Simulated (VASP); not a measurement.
## CdSe: single point with PBE

The system is CdSe.

```
Cd Se
1.0
     0.00000    3.11067    3.11067
     3.11067    0.00000    3.11067
     3.11067    3.11067    0.00000
Cd Se
1 1
Direct
  0.00000 0.00000 0.00000
  0.25000 0.25000 0.25000
```

- Program: VASP 6.6.1
- Task: single point
- Functional: PBE
- Potentials or basis: VASP PAW PBE potentials, release 64 (Cd, Se)
- Cutoff: 520 eV
- k mesh: 8 × 8 × 8
- Occupations: fermi-dirac, width 0.05 eV
- Spin: non-collinear spin, zero start, spin-orbit coupling
- Starting moments: [[0.0, 0.0, 0.0], [0.0, 0.0, 0.0]] μB
- Dipole correction: no
- Further INCAR settings: ALGO = Normal; EDIFF = 1e-06; NBANDS = 30

```json
{
 "Pressure": "-0.3 GPa",
 "Net moment": "0.00 μB per cell",
 "Valence electrons inside the program's atomic spheres": "Cd 10.27; Se 3.83"
}
```

Moments on the atoms (μB; x, y, z):
```
Cd  0.00 0.00 0.00
Se  0.00 0.00 0.00
```

It took 84 s on 1 thread of Intel(R) Xeon(R) Platinum 8559C (Emerald Rapids), with other jobs on the host, peak memory 0.44 GiB.
